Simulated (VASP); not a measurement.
Here is a VASP 6.6.1 calculation.

The input INCAR:

```
SYSTEM = Cr
ALGO = Normal ; EDIFF = 1E-6
ENCUT = 520 ; GGA = RP
ISIF = 2 ; ISMEAR = -1
LASPH = .TRUE. ; LCHARG = .FALSE.
LREAL = .FALSE. ; LWAVE = .FALSE.
NBANDS = 25 ; NELM = 60
PREC = Accurate ; SIGMA = 0.1
```

KPOINTS

```
k-points
0
G
  10 10 15
  0 0 0
```

Contents of POSCAR:

```
Cr
1.0
    4.4261728108      0.0000000000      0.0000000000
   -2.2130864054      3.8331780957      0.0000000000
    0.0000000000      0.0000000000      2.3982826384
Cr
3
Direct
    1.0000000000      0.0000000000      0.0000000000
    0.3333333333      0.6666666667      0.5000000000
    0.6666666667      0.3333333333      0.5000000000
```

Potentials or basis: VASP PAW PBE potentials, release 64 (Cr_pv).

Command:

```console
$ cat potpaw_PBE.64/Cr_pv/POTCAR > POTCAR
$ mpirun -np 1 vasp_std > vasp.out
```

Question: Predict the band gap on the k mesh.

Answer: Zero (band 18 reaches 9.14 eV, above the bottom of band 19 at 8.67 eV).

Question: Predict the pressure.

Answer: -19.8 GPa.

Stress tensor (GPa, compression positive):
```
-19.42   0.00   0.00
  0.00 -19.42   0.00
  0.00   0.00 -20.51
```

Caveat: the PAW data sets were made with another functional, which shifts forces and pressure a little; the run has no spin polarisation, though such a crystal can be magnetic. Spin polarisation is off, so any magnetic state and its effect on volume and gap are missing.
